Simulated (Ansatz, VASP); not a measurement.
**One calculation of Ba, two programs**

```xyz
4
Lattice="4.6077 -2.7478 0.0000 4.6077 2.7478 0.0000 -2.5736 0.0000 11.9297" Properties=species:S:1:pos:R:3 pbc="T T T"
Ba    0.2081    0.0000    1.1882
Ba    6.4336    0.0000   10.7415
Ba    3.1096    0.0000    7.1578
Ba    3.5322    0.0000    4.7719
```

Alike in both runs: task relaxation of cell and atoms; functional PBE; k mesh 4 × 4 × 2; occupations gaussian, width 0.1 eV; no spin polarisation.

|  | VASP | Ansatz |
| --- | --- | --- |
| version | VASP 6.6.1 | Ansatz 0.2.0 |
| potentials or method | VASP PAW PBE potentials, release 64 (Ba_sv), cutoff 600 eV | scalar-relativistic, plane waves, PAW |
| valence electrons in the cell | 40 | 40 |

VASP gave:

```
gap on the k mesh at the Fermi level, each at its own relaxed structure (eV) : none
relaxed volume (Å³/atom)                                                     : 64.78
relaxed cell length with the largest relative difference (Å)                 : 17.030
```

**Question.** Estimate Ansatz's values.

**Answer.** gap on the k mesh at the Fermi level, each at its own relaxed structure (eV): none; relaxed volume (Å³/atom): 64.17; relaxed cell length with the largest relative difference (Å): 14.883.

A gap of «none» marks a metal or a gap that the smearing closes. One of these differences is far larger than is usual between the two programs; its cause wasn't traced.

Spin-orbit coupling is off throughout.
